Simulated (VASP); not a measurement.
Runs of VASP 6.6.1 on C. The structure is that of space group P6_422 (No. 181), or close to it. The cells are those of the table. 

```csv
task,cell,k mesh,cutoff (eV),gap on the mesh (eV),pressure (GPa),relaxed volume (Å³/atom),largest force (eV/Å)
single point,"a = 4.083, b = 4.083, c = 2.483 Å, angles 90.0, 90.0, 120.0°, 6 atoms",12 × 12 × 14,520,none,(b),-,0.02
relaxation of cell and atoms,"relaxed from a = 4.074, b = 4.074, c = 2.501 Å, angles 90.0, 90.0, 120.0°, 6 atoms",12 × 12 × 14,600,none,0.0,5.97,-
relaxation of cell and atoms,"relaxed from a = 3.875, b = 3.875, c = 2.459 Å, angles 90.0, 90.0, 120.0°, 6 atoms",6 × 6 × 8,600,none,0.2,5.99,0.01
single point,"a = 4.074, b = 4.074, c = 2.501 Å, angles 90.0, 90.0, 120.0°, 6 atoms",6 × 6 × 8,520,none,(a),-,0.02
single point,"a = 3.875, b = 3.875, c = 2.459 Å, angles 90.0, 90.0, 120.0°, 6 atoms",6 × 6 × 8,520,none,60.4,-,1.29
```

Alike in all rows: level PBE; potentials or basis VASP PAW PBE potentials, release 64 (C); no spin polarisation; smearing gaussian 0.1 eV.

**Question.** Fill in the values left out.

**Answer.** (a) 0.6; (b) 0.5.

Caveats: forces of over 1 eV/Å act on the atoms, so gaps and moduli don't describe the material at rest (some runs).

A gap of «none» marks levels without a gap at the run's occupations.
